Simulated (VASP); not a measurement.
# CuF in VASP: further runs

Runs on CuF. Level: PBE. Tasks: single point, relaxation of cell and atoms.

Program: VASP 6.6.1. These are calculated values, not measurements. Logs are shortened: lines on timing, memory, paths and dates and some standing lists are left out, and cuts for length are marked.

## (1) The cell of the first run

It takes space group Fmmm (No. 69, orthorhombic). Conventional cell: a = 3.734 Å, b = 5.846 Å, c = 5.875 Å, α = 90.00°, β = 90.00°, γ = 90.00°. Cu (site symmetry mmm) has 2 F at 1.87 Å within 2.5 Å. F (site symmetry mmm) has 2 Cu at 1.87 Å within 2.5 Å.

## (2) Single point, PBE

INCAR reads:

```
ALGO = Normal
EDIFF = 1E-7
ENCUT = 520
GGA = PE
ISIF = 2
ISMEAR = 0
LASPH = True
LCHARG = True
LELF = True
LREAL = False
LVHAR = True
LWAVE = False
NBANDS = 16
NELM = 80
PREC = Accurate
SIGMA = 0.1
```

KPOINTS reads:

```
k-points
0
Gamma
  6 6 6
```

POSCAR reads:

```
CuF
1.0
    0.0000000000      2.9228089543      2.9374785382
    1.8670545203      0.0000000000      2.9374785382
    1.8670545203      2.9228089543      0.0000000000
Cu F
1 1
Direct
    0.0000000000      0.0000000000      0.0000000000
    0.5000000000      0.5000000000      0.5000000000
```

Potentials or basis: VASP PAW PBE potentials, release 64 (Cu, F).

Started as:

```sh
cat potpaw_PBE.64/Cu/POTCAR potpaw_PBE.64/F/POTCAR > POTCAR
mpirun -np 1 vasp_std > vasp.out
```

OUTCAR:

```text
EDIFF = 1E-7
   ENCUT = 520
   GGA = PE
   ISIF = 2
   ISMEAR = 0
   LASPH = True
   LREAL = False
   NELM = 80
   PREC = Accurate

 ion  position               nearest neighbor table
   1  0.000  0.000  0.000-   2 1.87   2 1.87
   2  0.500  0.500  0.500-   1 1.87   1 1.87

  LATTYP: Found a face centered orthorhombic cell.
 ALAT       =     3.7341090406
 B/A-ratio  =     1.5654652408
 C/A-ratio  =     1.5733223140

  Lattice vectors:

 A1 = (   0.0000000000,   2.9228089543,   2.9374785382)
 A2 = (   1.8670545203,   0.0000000000,   2.9374785382)
 A3 = (   1.8670545203,   2.9228089543,   0.0000000000)

Analysis of symmetry for initial positions (statically):
=====================================================================
 Subroutine PRICEL returns:
 Original cell was already a primitive cell.

 Routine SETGRP: Setting up the symmetry group for a
 face centered orthorhombic supercell.

 Subroutine GETGRP returns: Found  8 space group operations
 (whereof  8 operations were pure point group operations)
 out of a pool of  8 trial point group operations.

The static configuration has the point symmetry D_2h.

Analysis of symmetry for dynamics (positions and initial velocities):
=====================================================================
 Subroutine PRICEL returns:
 Original cell was already a primitive cell.

 Routine SETGRP: Setting up the symmetry group for a
 face centered orthorhombic supercell.

 Subroutine GETGRP returns: Found  8 space group operations
 (whereof  8 operations were pure point group operations)
 out of a pool of  8 trial point group operations.

The dynamic configuration has the point symmetry D_2h.

 Subroutine INISYM returns: Found  8 space group operations
 (whereof  8 operations are pure point group operations),
 and found     1 'primitive' translations

----------------------------------------------------------------------------------------

                                     Primitive cell

  volume of cell :      32.0599

  direct lattice vectors                    reciprocal lattice vectors
     0.000000000  2.922808954  2.937478538    -0.267801499  0.171068314  0.170214010
     1.867054520  0.000000000  2.937478538     0.267801499 -0.171068314  0.170214010
     1.867054520  2.922808954  0.000000000     0.267801499  0.171068314 -0.170214010

  length of vectors
     4.143862009  3.480613846  3.468242316     0.360492469  0.360492469  0.360492469

  position of ions in fractional coordinates (direct lattice)
     0.000000000  0.000000000  0.000000000
     0.500000000  0.500000000  0.500000000

  ion indices of the primitive-cell ions
   primitive index   ion index
                 1           1
                 2           2

----------------------------------------------------------------------------------------

 KPOINTS: k-points

Automatic generation of k-mesh.
 Grid dimensions read from file:
 generate k-points for:    6    6    6

 Generating k-lattice:

  Cartesian coordinates                     Fractional coordinates (reciprocal lattice)
    -0.044633583  0.028511386  0.028369002     0.166666667  0.000000000  0.000000000
     0.044633583 -0.028511386  0.028369002     0.000000000  0.166666667 -0.000000000
     0.044633583  0.028511386 -0.028369002     0.000000000 -0.000000000  0.166666667

  Length of vectors
     0.060082078  0.060082078  0.060082078

  Shift w.r.t. Gamma in fractional coordinates (k-lattice)
     0.000000000  0.000000000  0.000000000

 Subroutine IBZKPT returns following result:
 ===========================================

 Found     46 irreducible k-points:

 Following reciprocal coordinates:
            Coordinates               Weight
  0.000000  0.000000  0.000000      1.000000
  0.166667  0.000000  0.000000      8.000000
  0.333333  0.000000  0.000000      8.000000
  0.500000  0.000000  0.000000      4.000000
  0.166667  0.166667  0.000000      2.000000
  0.333333  0.166667  0.000000      8.000000
[... 16 lines left out ...]
 -0.166667  0.166667  0.166667      8.000000
  0.500000  0.333333  0.166667      4.000000
 [... further k-points ...]
   k-points           NKPTS =     46   k-points in BZ     NKDIM =     46   number of bands    NBANDS=     16
   number of dos      NEDOS =    301   number of ions     NIONS =      2
   total plane-waves  NPLWV =  25088
   dimension x,y,z NGX =    32 NGY =   28 NGZ =   28
   dimension x,y,z NGXF=    64 NGYF=   56 NGZF=   56
   ions per type =               1   1
   NGX,Y,Z   is equivalent  to a cutoff of  12.84, 13.37, 13.42 a.u.
   NGXF,Y,Z  is equivalent  to a cutoff of  25.68, 26.75, 26.84 a.u.
 SYSTEM =  unknown system
   PREC   = accura    normal or accurate (medium, high low for compatibility)
   ISTART =      0    job   : 0-new  1-cont  2-samecut
   ICHARG =      2    charge: 1-file 2-atom 10-const
   ISPIN  =      1    spin polarized calculation?
   LNONCOLLINEAR =      F non collinear calculations
   LSORBIT =      F    spin-orbit coupling
   LASPH  =      T    aspherical Exc in radial PAW
   ENCUT  =  520.0 eV  38.22 Ry    6.18 a.u.   7.70  6.47  6.45*2*pi/ulx,y,z
   NELM   =     80;   NELMIN=  2; NELMDL= -5     # of ELM steps
   EDIFF  = 0.1E-06   stopping-criterion for ELM
   LREAL  =      F    real-space projection
   EDIFFG = 0.1E-05   stopping-criterion for IOM
   NSW    =      0    number of steps for IOM
   IBRION =     -1    ionic relax: 0-MD 1-quasi-New 2-CG
   NFREE  =      0    steps in history (QN), initial steepest desc. (CG)
   ISIF   =      2    stress and relaxation
   ISYM   =      2    0-nonsym 1-usesym 2-fastsym
   POTIM  = 0.5000    time-step for ionic-motion
   TEBEG  =    0.0;   TEEND  =   0.0 temperature during run
   PSTRESS=    0.0 pullay stress
   NELECT =      18.0000    total number of electrons
   NUPDOWN=      -1.0000    fix difference up-down
   EMIN   =  10.00;   EMAX   =-10.00  energy-range for DOS
   EFERMI =   0.00;   METHOD = LEGACY
   ISMEAR =     0;   SIGMA  =   0.10  broadening in eV -4-tet -1-fermi 0-gaus
   EFERMI_NEDOS =   21; number of points for ismear=-14 and -15
   IALGO  =     38    algorithm
   IMIX   =      4    mixing-type and parameters
     AMIX     =   0.40;   BMIX     =  1.00
     AMIX_MAG =   1.60;   BMIX_MAG =  1.00
  volume/ion in A,a.u.               =      16.03       108.18
  Fermi-wavevector in a.u.,A,eV,Ry     =   1.350553  2.552175 24.816936  1.823993
  Thomas-Fermi vector in A             =   2.478048
   LORBIT       =      0    0 simple, 1 ext, 2 COOP (PROOUT), +10 PAW based schemes
   GGA     = PE    functional components
   LHFCALC =     F    Hartree Fock is set to
   AEXX    =    0.0000 exact exchange contribution
   IVDW    =     0    specifies the selected vdW correction
   LEPSILON=     F    determine dielectric tensor
   LRPA    =     F    only Hartree local field effects (RPA)
 non-spin polarized calculation
 Gauss-broadening in eV      SIGMA  =   0.10
  energy-cutoff  :      520.00
  volume of cell :       32.06
 maximum number of plane-waves:       877
   NGX = 15   NGY = 13   NGZ = 13

 number of electron      17.9999999 magnetization

 Free energy of the ion-electron system (eV)
  ---------------------------------------------------
  ext. energy  EPLUGINS =         0.00000000
  ---------------------------------------------------
  free energy    TOTEN  =        -7.29224452 eV

  energy without entropy =       -7.29224442  energy(sigma->0) =       -7.29224447

 E-fermi :   1.6088     XC(G=0):  -9.1582

 val. band max:        1.2922446515   @ k =   0.5000   0.0000   0.0000
 cond. band min:       1.9019307287   @ k =   0.0000   0.0000   0.0000
 fundamental gap:      0.6096860773
 Fermi energy:         1.6087676102

 k-point     1 :       0.0000    0.0000    0.0000
  band No.  band energies     occupation
      1     -22.5285      2.00000
      2      -4.5301      2.00000
      3      -3.0987      2.00000
      4      -3.0932      2.00000
      5      -0.5238      2.00000
      6       0.2758      2.00000
[... 8 lines left out ...]
     15      18.1325      0.00000
     16      18.4430      0.00000

 k-point     2 :       0.1667    0.0000    0.0000
  band No.  band energies     occupation
      1     -22.4718      2.00000
      2      -5.0465      2.00000
      3      -3.4067      2.00000
      4      -3.2988      2.00000
      5      -0.0775      2.00000
      6       0.4356      2.00000
[... 8 lines left out ...]
     15      18.1467      0.00000
     16      19.7087      0.00000

 k-point     3 :       0.3333    0.0000    0.0000
  band No.  band energies     occupation
      1     -22.3551      2.00000
      2      -5.8993      2.00000
      3      -3.8328      2.00000
      4      -3.6446      2.00000
      5       0.5806      2.00000
      6       0.5933      2.00000
[... 8 lines left out ...]
     15      17.0727      0.00000
     16      19.9788      0.00000

 k-point     4 :       0.5000    0.0000    0.0000
  band No.  band energies     occupation
      1     -22.2956      2.00000
      2      -6.2663      2.00000
      3      -4.0013      2.00000
      4      -3.7966      2.00000
      5       0.5644      2.00000
      6       0.6737      2.00000
[... 8 lines left out ...]
     15      17.0918      0.00000
     16      19.7203      0.00000

 k-point     5 :       0.1667    0.1667    0.0000
  band No.  band energies     occupation
      1     -22.5069      2.00000
      2      -4.5783      2.00000
      3      -3.5336      2.00000
      4      -3.0879      2.00000
      5      -0.0280      2.00000
      6       0.2508      2.00000
[... 8 lines left out ...]
     15      17.4704      0.00000
     16      20.1002      0.00000

 k-point     6 :       0.3333    0.1667    0.0000
  band No.  band energies     occupation
      1     -22.4385      2.00000
      2      -5.1176      2.00000
      3      -3.8466      2.00000
      4      -3.3194      2.00000
      5       0.3580      2.00000
      6       0.4826      2.00000
[... 8 lines left out ...]
     15      19.3538      0.00000
     16      20.1918      0.00000

 k-point     7 :       0.5000    0.1667    0.0000
  band No.  band energies     occupation
      1     -22.3324      2.00000
      2      -5.9267      2.00000
      3      -4.0137      2.00000
      4      -3.7020      2.00000
      5       0.5745      2.00000
      6       0.6196      2.00000
[... 8 lines left out ...]
     15      19.2470      0.00000
     16      19.7055      0.00000

 k-point     8 :      -0.3333    0.1667    0.0000
  band No.  band energies     occupation
      1     -22.2956      2.00000
      2      -6.2475      2.00000
      3      -3.9470      2.00000
      4      -3.8411      2.00000
      5       0.5599      2.00000
      6       0.6166      2.00000
[... 8 lines left out ...]
     15      18.8493      0.00000
     16      19.4818      0.00000

 k-point     9 :      -0.1667    0.1667    0.0000
  band No.  band energies     occupation
      1     -22.3665      2.00000
      2      -5.8676      2.00000
      3      -3.7511      2.00000
      4      -3.5745      2.00000
      5       0.3722      2.00000
      6       0.5973      2.00000
[... 8 lines left out ...]
     15      18.8649      0.00000
     16      19.4365      0.00000
[... 172 lines left out ...]
 k-point    19 :       0.0000    0.1667    0.1667
  band No.  band energies     occupation
      1     -22.3798      2.00000
      2      -5.8394      2.00000
      3      -3.5516      2.00000
      4      -3.5501      2.00000
      5       0.0521      2.00000
      6       0.4794      2.00000
[... 8 lines left out ...]
     15      17.5838      0.00000
     16      20.2887      0.00000

 k-point    20 :       0.3333    0.1667    0.1667
  band No.  band energies     occupation
      1     -22.4854      2.00000
      2      -4.6322      2.00000
      3      -3.6389      2.00000
      4      -3.3091      2.00000
      5       0.3342      2.00000
      6       0.3574      2.00000
[... 8 lines left out ...]
     15      18.8825      0.00000
     16      20.1229      0.00000

 k-point    21 :       0.5000    0.1667    0.1667
  band No.  band energies     occupation
      1     -22.4084      2.00000
      2      -5.2010      2.00000
      3      -3.8753      2.00000
      4      -3.5784      2.00000
      5       0.5248      2.00000
      6       0.5863      2.00000
[... 8 lines left out ...]
     15      18.5907      0.00000
     16      20.1561      0.00000

 k-point    22 :      -0.3333    0.1667    0.1667
  band No.  band energies     occupation
      1     -22.3152      2.00000
      2      -5.9776      2.00000
      3      -3.9674      2.00000
      4      -3.8020      2.00000
      5       0.4681      2.00000
      6       0.7001      2.00000
[... 8 lines left out ...]
     15      18.2289      0.00000
     16      19.6217      0.00000

 k-point    23 :      -0.1667    0.1667    0.1667
  band No.  band energies     occupation
      1     -22.3004      2.00000
      2      -6.2467      2.00000
      3      -3.8419      2.00000
      4      -3.7861      2.00000
      5       0.4833      2.00000
      6       0.6085      2.00000
[... 8 lines left out ...]
     15      17.9259      0.00000
     16      19.7205      0.00000

 k-point    24 :       0.5000    0.3333    0.1667
  band No.  band energies     occupation
      1     -22.4444      2.00000
      2      -4.7309      2.00000
      3      -4.0011      2.00000
      4      -3.3461      2.00000
      5       0.3032      2.00000
      6       0.5207      2.00000
[... 8 lines left out ...]
     15      18.6762      0.00000
     16      20.3411      0.00000

 [... further k-points ...]

------------------------ aborting loop because EDIFF is reached ----------------------------------------

  FORCE on cell =-STRESS in cart. coord.  units (eV):
  Direction    XX          YY          ZZ          XY          YZ          ZX
  --------------------------------------------------------------------------------------
  -------------------------------------------------------------------------------------
  Total        0.3243701      0.0122676     -0.0020182      0.0000000      0.0000000      0.0000000
  in kB       16.2102316      0.6130674     -0.1008577      0.0000000      0.0000000      0.0000000
  external PRESSURE =       5.5741471 kB  Pullay stress =       0.0000000 kB

 VOLUME and BASIS-vectors are now :
 -----------------------------------------------------------------------------
  energy-cutoff  :      520.00
  volume of cell :       32.06
      direct lattice vectors                 reciprocal lattice vectors
     0.000000000  2.922808954  2.937478538    -0.267801499  0.171068314  0.170214010
     1.867054520  0.000000000  2.937478538     0.267801499 -0.171068314  0.170214010
     1.867054520  2.922808954  0.000000000     0.267801499  0.171068314 -0.170214010

 POSITION                                       TOTAL-FORCE (eV/Angst)
 -----------------------------------------------------------------------------------
      0.00000      0.00000      0.00000         0.000000     -0.000000      0.000000
      1.86705      2.92281      2.93748        -0.000000      0.000000      0.000000
 -----------------------------------------------------------------------------------
    total drift:                                0.000000     -0.000000      0.000000

  FREE ENERGIE OF THE ION-ELECTRON SYSTEM (eV)
  ---------------------------------------------------
  free  energy   TOTEN  =        -7.2922445244 eV

  energy  without entropy=       -7.2922444235  energy(sigma->0) =       -7.29224447
```

Wall time 28 s (1 thread of Intel Xeon Platinum 8488C (Sapphire Rapids), shared host); peak memory 0.17 GiB.

Results:

| Property | Result |
| --- | --- |
| Free energy | -7.2922 eV |
| Pressure | 0.6 GPa |
| Band gap on the k mesh | 0.61 eV, indirect (least direct gap 1.22 eV) |

## (3) Single point, PBE

This run uses another cell than the first one, of 16.42 Å³/atom, 1.024 times its volume.

INCAR reads:

```
SYSTEM = CuF
ALGO = Normal ; EDIFF = 1E-6
ENCUT = 520 ; GGA = PE
ISIF = 2 ; ISMEAR = 0
LASPH = .True. ; LCHARG = .True.
LELF = .True. ; LREAL = .False.
LVHAR = .True. ; LWAVE = .False.
NBANDS = 16 ; NELM = 100
PREC = Accurate ; SIGMA = 0.02
```

KPOINTS reads:

```
k-points
0
Gamma
  10 10 10
  0 0 0
```

POSCAR reads:

```
CuF
1.0
   -2.0992167520      2.0992167520      1.8630324203
    2.0992167520     -2.0992167520      1.8630324203
    2.0992167520      2.0992167520     -1.8630324203
Cu F
1 1
Direct
    0.0000000000      0.0000000000      0.0000000000
    0.5000000000      0.5000000000      0.0000000000
```

Potentials or basis: VASP PAW PBE potentials, release 64 (Cu, F).

Started as:

```sh
cat potpaw_PBE.64/Cu/POTCAR potpaw_PBE.64/F/POTCAR > POTCAR
mpirun -np 1 vasp_std > vasp.out
```

Wall time 51 s (1 thread of Intel Xeon Platinum 8488C (Sapphire Rapids), shared host); peak memory 0.19 GiB.

The run converged. Its results:

* Free energy: -7.2921 eV
* Pressure: 0.4 GPa
* Band gap on the k mesh: 0.67 eV, indirect (least direct gap 1.26 eV)

Stress tensor (GPa, compression positive):
```
-0.22  0.00  0.00
 0.00 -0.22  0.00
 0.00  0.00  1.54
```

Levels at points of the mesh, in eV from the valence-band top:
```tsv
k point	band 6	band 7	band 8	band 9	band 10	band 11	band 12	band 13
(0.00, 0.00, 0.00)	-0.98	-0.98	-0.90	-0.59	0.67	12.75	12.75	14.77
(0.50, 0.00, 0.00)	-0.60	-0.13	-0.12	0.00	4.41	5.73	8.45	13.87
(0.50, 0.50, 0.00)	-0.92	-0.66	-0.64	-0.45	3.52	4.59	11.98	13.62
(0.50, 0.50, 0.50)	-0.69	-0.69	-0.49	-0.46	5.70	7.80	7.80	8.18
```

[end of part 1 of 2]
